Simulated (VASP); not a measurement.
# ZnS (Wurtzite-2H) (P6_3mc) in VASP: a series of runs, part 2 of 3

VASP 6.6.1.

## Step 3: Single point, RPBE

This run uses another cell than the first one, of 18.82 Å³/atom, 1.021 times its volume.

The input, INCAR:

```
SYSTEM = ZnS
PREC = Accurate ; ENCUT = 520
EDIFF = 1E-7 ; ISMEAR = 0
SIGMA = 0.01 ; LREAL = .False.
LASPH = .True. ; NELM = 80
ALGO = Normal ; ISIF = 2
LWAVE = .False. ; LCHARG = .False.
GGA = RP ; NBANDS = 26
```

The input, KPOINTS:

```
regular mesh
0
Gamma
  6 6 3
  0 0 0
```

The input, POSCAR:

```
ZnS
1.0
    3.7594936861      0.0000000000      0.0000000000
   -1.8797468431      3.2558172212      0.0000000000
    0.0000000000      0.0000000000      6.1497464286
Zn S
2 2
Direct
    0.3333333333      0.6666666667      0.0000000000
    0.6666666667      0.3333333333      0.5000000000
    0.3333333333      0.6666666667      0.3850000000
    0.6666666667      0.3333333333      0.8850000000
```

Potentials or basis: VASP PAW PBE potentials, release 64 (Zn, S).

Run with:

```sh
$ cat potpaw_PBE.64/Zn/POTCAR potpaw_PBE.64/S/POTCAR > POTCAR
$ mpirun -np 1 vasp_std > vasp.out
```

OUTCAR:

```text
SYSTEM = ZnS
   PREC = Accurate
   ENCUT = 520
   EDIFF = 1E-7
   ISMEAR = 0
   LREAL = .False.
   LASPH = .True.
   NELM = 80
   ISIF = 2
   GGA = RP

 ion  position               nearest neighbor table
   1  0.333  0.667  0.000-   4 2.28   4 2.28   4 2.28   3 2.37
   2  0.667  0.333  0.500-   3 2.28   3 2.28   3 2.28   4 2.37
   3  0.333  0.667  0.385-   2 2.28   2 2.28   2 2.28   1 2.37
   4  0.667  0.333  0.885-   1 2.28   1 2.28   1 2.28   2 2.37

  LATTYP: Found a hexagonal cell.
 ALAT       =     3.7594936861
 C/A-ratio  =     1.6357911310

  Lattice vectors:

 A1 = (   3.7594936861,   0.0000000000,   0.0000000000)
 A2 = (  -1.8797468431,   3.2558172212,   0.0000000000)
 A3 = (   0.0000000000,   0.0000000000,   6.1497464286)

Analysis of symmetry for initial positions (statically):
=====================================================================
 Subroutine PRICEL returns:
 Original cell was already a primitive cell.

 Routine SETGRP: Setting up the symmetry group for a
 hexagonal supercell.

 Subroutine GETGRP returns: Found 12 space group operations
 (whereof  6 operations were pure point group operations)
 out of a pool of 24 trial point group operations.

The static configuration has the point symmetry C_3v.
 The point group associated with its full space group is C_6v.

Analysis of symmetry for dynamics (positions and initial velocities):
=====================================================================
 Subroutine PRICEL returns:
 Original cell was already a primitive cell.

 Routine SETGRP: Setting up the symmetry group for a
 hexagonal supercell.

 Subroutine GETGRP returns: Found 12 space group operations
 (whereof  6 operations were pure point group operations)
 out of a pool of 24 trial point group operations.

The dynamic configuration has the point symmetry C_3v.
 The point group associated with its full space group is C_6v.

 Subroutine INISYM returns: Found 12 space group operations
 (whereof  6 operations are pure point group operations),
 and found     1 'primitive' translations

----------------------------------------------------------------------------------------

                                     Primitive cell

  volume of cell :      75.2743

  direct lattice vectors                    reciprocal lattice vectors
     3.759493686  0.000000000  0.000000000     0.265993265  0.153571274  0.000000000
    -1.879746843  3.255817221  0.000000000     0.000000000  0.307142549  0.000000000
     0.000000000  0.000000000  6.149746429     0.000000000  0.000000000  0.162608331

  length of vectors
     3.759493686  3.759493845  6.149746429     0.307142562  0.307142549  0.162608331

  position of ions in fractional coordinates (direct lattice)
     0.333333333  0.666666667  0.000000000
     0.666666667  0.333333333  0.500000000
     0.333333333  0.666666667  0.385000000
     0.666666667  0.333333333  0.885000000

  ion indices of the primitive-cell ions
   primitive index   ion index
                 1           1
                 2           2
                 3           3
                 4           4

----------------------------------------------------------------------------------------

 KPOINTS: regular mesh

Automatic generation of k-mesh.
 Grid dimensions read from file:
[... 27 lines left out ...]
  0.333333  0.166667  0.000000     12.000000
  0.333333  0.333333  0.000000      2.000000
  0.000000  0.000000  0.333333      2.000000
  0.166667  0.000000  0.333333     12.000000
  0.333333  0.000000  0.333333     12.000000
  0.500000  0.000000  0.333333      6.000000
  0.166667  0.166667  0.333333     12.000000
  0.333333  0.166667  0.333333     24.000000
  0.333333  0.333333  0.333333      4.000000
   k-points           NKPTS =     14   k-points in BZ     NKDIM =     14   number of bands    NBANDS=     26
   number of dos      NEDOS =    301   number of ions     NIONS =      4
   total plane-waves  NPLWV =  37632
   dimension x,y,z NGX =    28 NGY =   28 NGZ =   48
   dimension x,y,z NGXF=    56 NGYF=   56 NGZF=   96
   ions per type =               2   2
   NGX,Y,Z   is equivalent  to a cutoff of  12.38, 12.38, 12.98 a.u.
   NGXF,Y,Z  is equivalent  to a cutoff of  24.76, 24.76, 25.95 a.u.
 SYSTEM =  ZnS
   PREC   = accura    normal or accurate (medium, high low for compatibility)
   ISTART =      0    job   : 0-new  1-cont  2-samecut
   ICHARG =      2    charge: 1-file 2-atom 10-const
   ISPIN  =      1    spin polarized calculation?
   LNONCOLLINEAR =      F non collinear calculations
   LSORBIT =      F    spin-orbit coupling
   LASPH  =      T    aspherical Exc in radial PAW
   ENCUT  =  520.0 eV  38.22 Ry    6.18 a.u.   6.99  6.99 11.43*2*pi/ulx,y,z
   NELM   =     80;   NELMIN=  2; NELMDL= -5     # of ELM steps
   EDIFF  = 0.1E-06   stopping-criterion for ELM
   LREAL  =      F    real-space projection
   EDIFFG = 0.1E-05   stopping-criterion for IOM
   NSW    =      0    number of steps for IOM
   IBRION =     -1    ionic relax: 0-MD 1-quasi-New 2-CG
   NFREE  =      0    steps in history (QN), initial steepest desc. (CG)
   ISIF   =      2    stress and relaxation
   ISYM   =      2    0-nonsym 1-usesym 2-fastsym
   POTIM  = 0.5000    time-step for ionic-motion
   TEBEG  =    0.0;   TEEND  =   0.0 temperature during run
   PSTRESS=    0.0 pullay stress
   NELECT =      36.0000    total number of electrons
   NUPDOWN=      -1.0000    fix difference up-down
   EMIN   =  10.00;   EMAX   =-10.00  energy-range for DOS
   EFERMI =   0.00;   METHOD = LEGACY
   ISMEAR =     0;   SIGMA  =   0.01  broadening in eV -4-tet -1-fermi 0-gaus
   EFERMI_NEDOS =   21; number of points for ismear=-14 and -15
   IALGO  =     38    algorithm
   IMIX   =      4    mixing-type and parameters
     AMIX     =   0.40;   BMIX     =  1.00
     AMIX_MAG =   1.60;   BMIX_MAG =  1.00
  volume/ion in A,a.u.               =      18.82       126.99
  Fermi-wavevector in a.u.,A,eV,Ry     =   1.280246  2.419314 22.300359  1.639030
  Thomas-Fermi vector in A             =   2.412685
   LORBIT       =      0    0 simple, 1 ext, 2 COOP (PROOUT), +10 PAW based schemes
   GGA     = RP    functional components
   LHFCALC =     F    Hartree Fock is set to
   AEXX    =    0.0000 exact exchange contribution
   IVDW    =     0    specifies the selected vdW correction
   LEPSILON=     F    determine dielectric tensor
   LRPA    =     F    only Hartree local field effects (RPA)
 non-spin polarized calculation
 Gauss-broadening in eV      SIGMA  =   0.01
  energy-cutoff  :      520.00
  volume of cell :       75.27
 maximum number of plane-waves:      2040
 NGX is ok and might be reduce to    28
   NGX = 13   NGY = 13   NGZ = 23

 number of electron      35.9999971 magnetization

 Free energy of the ion-electron system (eV)
  ---------------------------------------------------
  ext. energy  EPLUGINS =         0.00000000
  ---------------------------------------------------
  free energy    TOTEN  =       -12.15949384 eV

  energy without entropy =      -12.15949384  energy(sigma->0) =      -12.15949384

 E-fermi :   2.7242     XC(G=0):  -9.6322

 val. band max:        2.6611334684   @ k =   0.0000   0.0000   0.0000
 cond. band min:       5.2772157756   @ k =   0.0000   0.0000   0.0000
 fundamental gap:      2.6160823072
 Fermi energy:         2.7242176769

 k-point     1 :       0.0000    0.0000    0.0000
  band No.  band energies     occupation
      1     -10.8072      2.00000
      2      -9.8178      2.00000
      3      -3.8322      2.00000
      4      -3.8322      2.00000
      5      -3.7629      2.00000
      6      -3.7629      2.00000
[... 395 lines left out ...]
     25      12.7215      0.00000
     26      12.7871      0.00000

------------------------ aborting loop because EDIFF is reached ----------------------------------------

  FORCE on cell =-STRESS in cart. coord.  units (eV):
  Direction    XX          YY          ZZ          XY          YZ          ZX
  --------------------------------------------------------------------------------------
  -------------------------------------------------------------------------------------
  Total        4.5881284      4.5881289      3.2140755     -0.0000000      0.0000000      0.0000000
  in kB       97.6561420     97.6561531     68.4100760     -0.0000000      0.0000000      0.0000000
  external PRESSURE =      87.9074570 kB  Pullay stress =       0.0000000 kB

 VOLUME and BASIS-vectors are now :
 -----------------------------------------------------------------------------
  energy-cutoff  :      520.00
  volume of cell :       75.27
      direct lattice vectors                 reciprocal lattice vectors
     3.759493686  0.000000000  0.000000000     0.265993265  0.153571274  0.000000000
    -1.879746843  3.255817221  0.000000000     0.000000000  0.307142549  0.000000000
     0.000000000  0.000000000  6.149746429     0.000000000  0.000000000  0.162608331

 POSITION                                       TOTAL-FORCE (eV/Angst)
 -----------------------------------------------------------------------------------
     -0.00000      2.17054      0.00000         0.000000     -0.000000      0.381411
      1.87975      1.08527      3.07487        -0.000000      0.000000      0.381411
     -0.00000      2.17054      2.36765         0.000000     -0.000000     -0.381411
      1.87975      1.08527      5.44253        -0.000000      0.000000     -0.381411
 -----------------------------------------------------------------------------------
    total drift:                               -0.000001     -0.000001      0.000945

  FREE ENERGIE OF THE ION-ELECTRON SYSTEM (eV)
  ---------------------------------------------------
  free  energy   TOTEN  =       -12.1594938355 eV

  energy  without entropy=      -12.1594938355  energy(sigma->0) =      -12.15949384
```

OSZICAR:

```text
N       E                     dE             d eps       ncg     rms          rms(c)
DAV:   1     0.248881766669E+03    0.24888E+03   -0.17187E+04   728   0.170E+03
DAV:   2     0.118788764367E+02   -0.23700E+03   -0.22722E+03   760   0.356E+02
DAV:   3    -0.123797052709E+02   -0.24259E+02   -0.24040E+02   876   0.112E+02
DAV:   4    -0.129759533623E+02   -0.59625E+00   -0.59506E+00   870   0.175E+01
DAV:   5    -0.129846648421E+02   -0.87115E-02   -0.87085E-02   874   0.211E+00    0.115E+01
DAV:   6    -0.121600211874E+02    0.82464E+00   -0.15372E+00  1104   0.361E+01    0.873E+00
DAV:   7    -0.121636852550E+02   -0.36641E-02   -0.14201E+00   766   0.685E+00    0.368E+00
DAV:   8    -0.121578579476E+02    0.58273E-02   -0.42963E-02   832   0.177E+00    0.112E+00
DAV:   9    -0.121587060750E+02   -0.84813E-03   -0.15896E-02   948   0.130E+00    0.274E-01
DAV:  10    -0.121589459564E+02   -0.23988E-03   -0.87302E-04   854   0.455E-01    0.107E-01
DAV:  11    -0.121594782356E+02   -0.53228E-03   -0.97111E-04   764   0.233E-01    0.102E-01
DAV:  12    -0.121594785027E+02   -0.26709E-06   -0.73653E-05   896   0.138E-01    0.782E-03
DAV:  13    -0.121594933899E+02   -0.14887E-04   -0.40529E-05   752   0.440E-02    0.656E-03
DAV:  14    -0.121594934774E+02   -0.87452E-07   -0.22523E-06   914   0.277E-02    0.291E-03
DAV:  15    -0.121594937395E+02   -0.26209E-06   -0.30413E-07   714   0.400E-03    0.726E-04
DAV:  16    -0.121594938355E+02   -0.96003E-07   -0.11106E-07   634   0.250E-03
   1 F= -.12159494E+02 E0= -.12159494E+02  d E =-.554178E-21
```

stdout:

```text
POSCAR found type information on POSCAR ZnS
 POSCAR found :  2 types and       4 ions
 scaLAPACK will be used
 -----------------------------------------------------------------------------
|                                                                             |
|                                                                             |
|     You enforced a specific xc type in the INCAR file but a different       |
|     I HOPE YOU KNOW WHAT YOU ARE DOING!                                     |
|                                                                             |
 -----------------------------------------------------------------------------

 LDA part: xc-table for (Slater+PW92), standard interpolation
 POSCAR, INCAR and KPOINTS ok, starting setup
 FFT: planning ... GRIDC
 FFT: planning ... GRID_SOFT
 FFT: planning ... GRID
 WAVECAR not read
 entering main loop
```

It took 61 s on 1 thread of AMD EPYC 7R13 (Zen 3), shared host; peak memory 0.16 GiB.

What came out:

- Free energy: -12.1595 eV
- Pressure: 8.8 GPa
- Largest force: 0.381 eV/Å
- Band gap on the k mesh: 2.62 eV, direct

Forces on the atoms (eV/Å):
```
Zn   0.000  0.000  0.381
Zn   0.000  0.000  0.381
S    0.000  0.000 -0.381
S    0.000  0.000 -0.381
```

Levels at points of the mesh, in eV from the valence-band top:
```
           k point  band 14  band 15  band 16  band 17  band 18  band 19  band 20  band 21  band 22  band 23
(0.00, 0.00, 0.00)    -0.90    -0.90     0.00     0.00     0.00     2.62     3.19     6.33     6.33     6.64
(0.50, 0.00, 0.00)    -4.33    -3.32    -2.38    -1.65    -1.03     3.70     4.48     5.27     7.17     7.68
```

Caveat: the PAW data sets were made with another functional, which shifts forces and pressure a little. As with any semilocal functional, this RPBE gap is likely too small.

(Continued in part 3 of 3.)
